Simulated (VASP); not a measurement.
Li, 1 atom in the cell. Symmetry: Im-3m, No. 229, cubic system. Conventional cell: a = 3.511 Å, b = 3.511 Å, c = 3.511 Å, α = 90.00°, β = 90.00°, γ = 90.00°. Within 4.0 Å of Li (site symmetry m-3m) lie 14 Li at 3.04 to 3.51 Å. 

* Program: VASP 6.6.1
* Task: single point
* Functional: r2SCAN
* Potentials or basis: VASP PAW PBE potentials, release 64 (Li_sv)
* Cutoff: 520 eV
* k mesh: 16 × 16 × 16
* Occupations: gaussian, width 0.1 eV
* Spin: no spin polarisation
* Dipole correction: no
* Further INCAR settings: ALGO = Normal; EDIFF = 1e-06; NBANDS = 8

Potentials or basis: VASP PAW PBE potentials, release 64 (Li_sv).

Command:

```sh
$ cat potpaw_PBE.64/Li_sv/POTCAR > POTCAR
$ cp INCAR.step1 INCAR
$ mpirun -np 1 vasp_std > vasp.out
$ cp INCAR.step2 INCAR
$ mpirun -np 1 vasp_std > vasp.out
```

Hardware: 1 thread of Intel(R) Xeon(R) Platinum 8488C (Sapphire Rapids), on a shared host.

Question: Estimate the wall time of this run.

Answer: Wall time 2.1 min on 1 thread of Intel(R) Xeon(R) Platinum 8488C (Sapphire Rapids), on a shared host, peak memory 0.14 GiB. Counts: k points 145.
